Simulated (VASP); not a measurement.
# Li2S (Fm-3m) in VASP: further runs, part 2 of 2

VASP 6.6.1. Earlier steps stand in the parts before.

### Step 3. Single point, PBE

Input file INCAR:

```
PREC     = Accurate       # precision mode
ENCUT    = 750            # plane-wave cutoff, eV
EDIFF    = 1E-6           # SCF threshold, eV
ISMEAR   = 1              # smearing method
SIGMA    = 0.05           # smearing width, eV
LREAL    = False          # projectors in reciprocal space
LASPH    = True           # aspherical terms in the spheres
NELM     = 120            # most SCF steps
ALGO     = Normal         # electronic algorithm
ISIF     = 2              # what is computed and relaxed
LWAVE    = False          # write WAVECAR
LCHARG   = True           # write CHGCAR
GGA      = PE             # functional
LELF     = True           # ELF
LVHAR    = True         
NBANDS   = 13             # bands
GGA_COMPAT= False
```

Input file KPOINTS:

```
regular mesh
0
Gamma
  6 6 6
```

Input file POSCAR:

```
Li2S
1.0
    0.0000000000      2.8452943747      2.8452943747
    2.8452943747      0.0000000000      2.8452943747
    2.8452943747      2.8452943747      0.0000000000
Li S
2 1
Direct
    0.2500000000      0.2500000000      0.2500000000
    0.7500000000      0.7500000000      0.7500000000
    0.0000000000      0.0000000000      0.0000000000
```

Potentials or basis: VASP PAW PBE potentials, release 64 (Li_sv, S).

Launch:

```
cat potpaw_PBE.64/Li_sv/POTCAR potpaw_PBE.64/S/POTCAR > POTCAR
mpirun -np 1 vasp_std > vasp.out
```

Wall time 12 s (1 thread of AMD EPYC 9R45 (Zen 5), shared host); peak memory 0.16 GiB.

It converged, with:

| Property | Result |
| --- | --- |
| Free energy | -11.9945 eV |
| Pressure | 0.2 GPa |
| Band gap on the k mesh | 3.39 eV (least direct gap 4.29 eV) |

Levels at points of the mesh, in eV from the valence-band top:
| k point | band 4 | band 5 | band 6 | band 7 | band 8 | band 9 |
| --- | --- | --- | --- | --- | --- | --- |
| (0.00, 0.00, 0.00) | 0.00 | 0.00 | 0.00 | 4.29 | 6.23 | 6.23 |
| (0.50, 0.00, 0.00) | -2.89 | -0.51 | -0.51 | 6.12 | 6.58 | 6.58 |
| (0.50, 0.50, 0.00) | -2.17 | -1.43 | -1.43 | 3.39 | 7.09 | 11.12 |

A k mesh can miss the band edges.

### Step 4. Single point, PBE

Input file INCAR:

```
PREC = Accurate ; ENCUT = 750
EDIFF = 1E-6 ; ISMEAR = 1
SIGMA = 0.5 ; LREAL = F
LASPH = T ; NELM = 120
ALGO = Normal ; ISIF = 2
LWAVE = F ; LCHARG = F
GGA = PE ; NBANDS = 13
GGA_COMPAT = F
```

KPOINTS is that of step 3.

POSCAR is that of step 3.

Launch:

```
cat potpaw_PBE.64/Li_sv/POTCAR potpaw_PBE.64/S/POTCAR > POTCAR
mpirun -np 1 vasp_std > vasp.out
```

Run time: 12 s. Hardware: 1 thread of AMD EPYC 9R45 (Zen 5), shared host; peak memory 0.16 GiB.

Results (log left out):

```
Free energy            : -11.9840 eV
Pressure               : 0.1 GPa
Band gap on the k mesh : 3.39 eV (least direct gap 4.29 eV)
```

Levels at points of the mesh, in eV from the valence-band top:
| k point | band 3 | band 4 | band 5 | band 6 | band 7 | band 8 | band 9 | band 10 |
| --- | --- | --- | --- | --- | --- | --- | --- | --- |
| (0.00, 0.00, 0.00) | -11.04 | 0.00 | 0.00 | 0.00 | 4.29 | 6.24 | 6.24 | 6.24 |
| (0.50, 0.00, 0.00) | -10.60 | -2.89 | -0.51 | -0.51 | 6.12 | 6.58 | 6.58 | 8.44 |
| (0.50, 0.50, 0.00) | -10.47 | -2.17 | -1.43 | -1.43 | 3.39 | 7.10 | 11.12 | 11.12 |

Caveat: so wide a smearing shifts energies and pressures. Expect the measured gap to be larger: semilocal functionals such as PBE lack the derivative discontinuity.

### Step 5. Single point, PBE

Input file INCAR:

```
ALGO = Normal
EDIFF = 1E-6
ENCUT = 750
GGA = PE
GGA_COMPAT = F
ISIF = 2
ISMEAR = 0
ISYM = 0
LASPH = T
LCHARG = F
LREAL = F
LWAVE = F
NBANDS = 13
NELM = 120
PREC = Accurate
SIGMA = 0.01
```

Input file KPOINTS:

```
Automatic mesh
0
Gamma
  6 6 6
  0 0 0.5
```

POSCAR is that of step 4.

Potentials or basis: VASP PAW PBE potentials, release 64 (Li_sv, S).

Launch:

```
cat potpaw_PBE.64/Li_sv/POTCAR potpaw_PBE.64/S/POTCAR > POTCAR
mpirun -np 1 vasp_std > vasp.out
```

OUTCAR:

```text
EDIFF = 1E-6
   ENCUT = 750
   GGA = PE
   ISIF = 2
   ISMEAR = 0
   ISYM = 0
   LASPH = T
   LREAL = F
   NELM = 120
   PREC = Accurate

 ion  position               nearest neighbor table
   1  0.250  0.250  0.250-   3 2.46   3 2.46   3 2.46   3 2.46
   2  0.750  0.750  0.750-   3 2.46   3 2.46   3 2.46   3 2.46
   3  0.000  0.000  0.000-   2 2.46   2 2.46   2 2.46   1 2.46   2 2.46   1 2.46   1 2.46   1 2.46

[... 541 lines left out ...]

  FORCE on cell =-STRESS in cart. coord.  units (eV):
  Direction    XX          YY          ZZ          XY          YZ          ZX
  --------------------------------------------------------------------------------------
  -------------------------------------------------------------------------------------
  Total        0.0573871      0.0573873      0.0573879     -0.0000054     -0.0000044     -0.0000030
  in kB        1.9957829      1.9957889      1.9958107     -0.0001869     -0.0001546     -0.0001038
  external PRESSURE =       1.9957942 kB  Pullay stress =       0.0000000 kB

 VOLUME and BASIS-vectors are now :
 -----------------------------------------------------------------------------
  energy-cutoff  :      750.00
  volume of cell :       46.07
      direct lattice vectors                 reciprocal lattice vectors
     0.000000000  2.845294375  2.845294375    -0.175728742  0.175728742  0.175728742
     2.845294375  0.000000000  2.845294375     0.175728742 -0.175728742  0.175728742
     2.845294375  2.845294375  0.000000000     0.175728742  0.175728742 -0.175728742

 POSITION                                       TOTAL-FORCE (eV/Angst)
 -----------------------------------------------------------------------------------
      1.42265      1.42265      1.42265        -0.000002     -0.000001     -0.000002
      4.26794      4.26794      4.26794         0.000002      0.000001      0.000002
      0.00000      0.00000      0.00000        -0.000001      0.000000      0.000000
 -----------------------------------------------------------------------------------
    total drift:                               -0.000000     -0.000000      0.000000

  FREE ENERGIE OF THE ION-ELECTRON SYSTEM (eV)
  ---------------------------------------------------
  free  energy   TOTEN  =       -11.9947480840 eV

  energy  without entropy=      -11.9947480840  energy(sigma->0) =      -11.99474808
```

stdout:

```text
POSCAR found type information on POSCAR LiS
 POSCAR found :  2 types and       3 ions
 scaLAPACK will be used
 LDA part: xc-table for (Slater+PW92), standard interpolation
 POSCAR, INCAR and KPOINTS ok, starting setup
 FFT: planning ... GRIDC
 FFT: planning ... GRID_SOFT
 FFT: planning ... GRID
 WAVECAR not read
 entering main loop
```

Wall time 3.8 min (1 thread of AMD EPYC 9R45 (Zen 5), shared host); peak memory 0.46 GiB.

What came out:

```yaml
Free_energy: -11.9947 eV
Pressure: 0.2 GPa
Band_gap_on_the_k_mesh: 3.66 eV (least direct gap 4.55 eV)
```

Caveat: a shifted mesh leaves out Γ, where band edges can lie. PBE gaps usually lie below the measured ones, often by a third to a half.

### Step 6. Single point, PBE-based screened hybrid with 30 % exact exchange

POSCAR is that of step 5.

Input file INCAR.step1:

```
PREC = Accurate
ENCUT = 650
EDIFF = 1E-5
ISMEAR = 0
SIGMA = 0.01
LREAL = F
LASPH = T
NELM = 120
ALGO = Normal
ISIF = 2
LWAVE = T
LCHARG = F
NBANDS = 13
GGA = PE
GGA_COMPAT = F
```

Input file INCAR.step2:

```
PREC = Accurate
ENCUT = 650
EDIFF = 1E-6
ISMEAR = 0
SIGMA = 0.01
LREAL = F
LASPH = T
NELM = 120
ALGO = Normal
ISIF = 2
LWAVE = F
LCHARG = F
GGA = PE
LHFCALC = T
AEXX = 0.3
HFSCREEN = 0.5
PRECFOCK = Normal
NBANDS = 13
ISTART = 1
GGA_COMPAT = F
```

Input file KPOINTS:

```
regular mesh
0
Gamma
  4 4 4
```

Potentials or basis: VASP PAW PBE potentials, release 64 (Li_sv, S).

Launch:

```
cat potpaw_PBE.64/Li_sv/POTCAR potpaw_PBE.64/S/POTCAR > POTCAR
cp INCAR.step1 INCAR
mpirun -np 1 vasp_std > vasp.out
cp INCAR.step2 INCAR
mpirun -np 1 vasp_std > vasp.out
```

It took 2.5 min on 1 thread of AMD EPYC 9R45 (Zen 5), shared host; peak memory 0.27 GiB.

It converged, with:

- Free energy: -12.9249 eV
- Pressure: -0.4 GPa
- Band gap on the k mesh: 3.94 eV (least direct gap 4.93 eV)

Levels at points of the mesh, in eV from the valence-band top:
| k point | band 4 | band 5 | band 6 | band 7 | band 8 | band 9 |
| --- | --- | --- | --- | --- | --- | --- |
| (0.00, 0.00, 0.00) | 0.00 | 0.00 | 0.00 | 4.93 | 6.91 | 6.91 |
| (0.50, 0.00, 0.00) | -3.02 | -0.53 | -0.53 | 6.81 | 7.24 | 7.24 |
| (0.50, 0.50, 0.00) | -2.30 | -1.48 | -1.48 | 3.94 | 7.76 | 12.03 |

Caveat: the k points lie up to 0.48 Å⁻¹ apart; the PAW data sets were made with another functional, which shifts forces and pressure a little. A k mesh can miss the band edges.

### Step 7. Overview

| level | k mesh | cutoff (eV) | smearing | grid for exact exchange (PRECFOCK) | share of exact exchange | screening parameter | gap on the mesh (eV) | pressure (GPa) |
| --- | --- | --- | --- | --- | --- | --- | --- | --- |
| PBEsol | 6 × 6 × 6 | 750 | gaussian 0.01 eV | - | - | - | 3.22 | -0.8 |
| PBE | 6 × 6 × 6 | 750 | methfessel-paxton 0.05 eV | - | - | - | 3.39 | 0.2 |
| PBE | 6 × 6 × 6 | 750 | methfessel-paxton 0.5 eV | - | - | - | 3.39 | 0.1 |
| PBE | 6 × 6 × 6, shifted | 750 | gaussian 0.01 eV | - | - | - | 3.66 | 0.2 |
| PBE-based screened hybrid with 30 % exact exchange | 4 × 4 × 4 | 650 | gaussian 0.01 eV | Normal | 0.3 | 0.5 1/Å | 3.94 | -0.4 |

Alike in all rows: task single point; potentials or basis VASP PAW PBE potentials, release 64 (Li_sv, S); no spin polarisation; cell as given.

Caveats: some runs use coarse meshes; the PAW data sets were made with another functional, which shifts forces and pressure a little (at least some runs); so wide a smearing shifts energies and pressures (at least some runs); a shifted mesh leaves out Γ, where band edges can lie (at least some runs).

Total energies depend on the potentials used, so only differences within one code and one set of settings carry meaning.
